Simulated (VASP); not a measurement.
A run of VASP 6.6.1:

File INCAR:

```
SYSTEM = BP
  PREC = Accurate
  ENCUT = 520
  EDIFF = 1E-7
  ISMEAR = 0
  SIGMA = 0.02
  LREAL = .FALSE.
  LASPH = .TRUE.
  NELM = 60
  ALGO = Normal
  ISIF = 2
  LWAVE = .FALSE.
  LCHARG = .FALSE.
  GGA = PE
  NBANDS = 11
```

KPOINTS

```
Automatic mesh
0
G
  10 10 10
  0 0 0
```

The input POSCAR:

```
BP
1.0
    0.0000000000      2.2511792064      2.2511792064
    2.2511792064      0.0000000000      2.2511792064
    2.2511792064      2.2511792064      0.0000000000
B P
1 1
Direct
    0.0000000000      0.0000000000      0.0000000000
    0.2500000000      0.2500000000      0.2500000000
```

Potentials or basis: VASP PAW PBE potentials, release 64 (B, P).

Command:

```bash
$ cat potpaw_PBE.64/B/POTCAR potpaw_PBE.64/P/POTCAR > POTCAR
$ mpirun -np 1 vasp_std > vasp.out
```

Hardware: 1 thread of Intel(R) Xeon(R) Platinum 8375C CPU @ 2.90GHz (Ice Lake) (shared host).

Task: Estimate the wall time of this run.

Result: Run time: 7.2 s on 1 thread of Intel(R) Xeon(R) Platinum 8375C CPU @ 2.90GHz (Ice Lake), on a shared host, peak memory 0.13 GiB. Counts: scf iterations 14, k points 47.
